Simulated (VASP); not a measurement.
A run of VASP 6.6.1 is set up as follows.

Contents of INCAR:

```
PREC     = Accurate       # precision mode
ENCUT    = 520            # plane-wave cutoff, eV
EDIFF    = 1E-7           # SCF threshold, eV
ISMEAR   = 0              # smearing method
SIGMA    = 0.1            # smearing width, eV
LREAL    = F              # projectors in reciprocal space
LASPH    = T              # aspherical terms in the spheres
NELM     = 100            # most SCF steps
ALGO     = Normal         # electronic algorithm
ISIF     = 2              # what is computed and relaxed
LWAVE    = F              # write WAVECAR
LCHARG   = F              # write CHGCAR
GGA      = PE             # functional
IVDW     = 12             # dispersion correction
NBANDS   = 26             # bands
```

The input KPOINTS:

```
Automatic mesh
0
Gamma
  14 14 6
```

Contents of POSCAR:

```
C
1.0
    2.4651287003      0.0000000000      0.0000000000
   -2.4651287003      4.2697281562      0.0000000000
    0.0000000000      0.0000000000      6.7409740936
C
8
Direct
    0.0000000000      0.0000000000      0.0024998052
    0.0000000000      0.5000000000      0.0024998052
    0.0000000000      0.5000000000      0.5024998052
    0.0000000000      0.0000000000      0.5024998052
    0.3333333333      0.3333333333      0.0025001948
    0.3333333333      0.8333333333      0.0025001948
    0.6666666667      0.1666666667      0.5025001948
    0.6666666667      0.6666666667      0.5025001948
```

Potentials or basis: VASP PAW PBE potentials, release 64 (C).

Launch:

```sh
$ cat potpaw_PBE.64/C/POTCAR > POTCAR
$ mpirun -np 1 vasp_std > vasp.out
```

(1) Predict the largest force.

(2) Predict the dispersion energy per atom.

Results:

(1) 0.019 eV/Å.

(2) -0.155 eV.
